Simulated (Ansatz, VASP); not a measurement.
BP: VASP beside Ansatz

INCAR

```
ALGO = Normal ; EDIFF = 1E-6
ENCUT = 500 ; GGA_COMPAT = F
ISIF = 2 ; ISMEAR = 0
LASPH = T ; LCHARG = F
LREAL = F ; LWAVE = F
NBANDS = 11 ; NELM = 120
PREC = Accurate ; SIGMA = 0.01
```

The input KPOINTS:

```
k-points
0
Gamma
  10 10 10
```

Contents of POSCAR:

```
BP
1.0
    0.0000000000      2.2053451635      2.2053451635
    2.2053451635      0.0000000000      2.2053451635
    2.2053451635      2.2053451635      0.0000000000
B P
1 1
Direct
    0.0000000000      0.0000000000      0.0000000000
    0.2500000000      0.2500000000      0.2500000000
```

Input for Ansatz:

```yaml
crystal:
  lattice:
    - [0.0, 2.2053451635, 2.2053451635]
    - [2.2053451635, 0.0, 2.2053451635]
    - [2.2053451635, 2.2053451635, 0.0]
  atoms:
    - { symbol: B, position: [0.0, 0.0, 0.0] }
    - { symbol: P, position: [0.25, 0.25, 0.25] }
scf:
  occupations: { method: fixed }
output:
  forces: true
  stress: true
  eigenvalues: true
  write_density: true
  write_potential: true
  elf: true
  volumetric_format: npy
hamiltonian:
  xc: lda
basis:
  ecutwfc: 520
kpoints:
  mp_grid: { grid: [10, 10, 10] }
```

Alike in both runs: task single point; functional LDA; k mesh 10 × 10 × 10; no spin polarisation.

```csv
,VASP,Ansatz
version,VASP 6.6.1,Ansatz 0.2.0
potentials or method,"VASP PAW LDA potentials, release 64 (B, P), cutoff 500 eV","scalar-relativistic, plane waves, PAW"
occupations,"gaussian, width 0.01 eV",fixed
valence electrons in the cell,8,8
```

|  | VASP | Ansatz | Ansatz less VASP |
| --- | --- | --- | --- |
| gap on the k mesh at the Fermi level (eV) | 1.09 | 1.09 | 0.000 |
| least direct gap on the mesh (eV) | 3.53 | 3.52 | -0.002 |
| pressure (GPa) | 10.3 | 10.4 | +0.14 |

LDA's correlation is that of Perdew and Zunger in VASP and of Perdew and Wang (1992) in Ansatz.
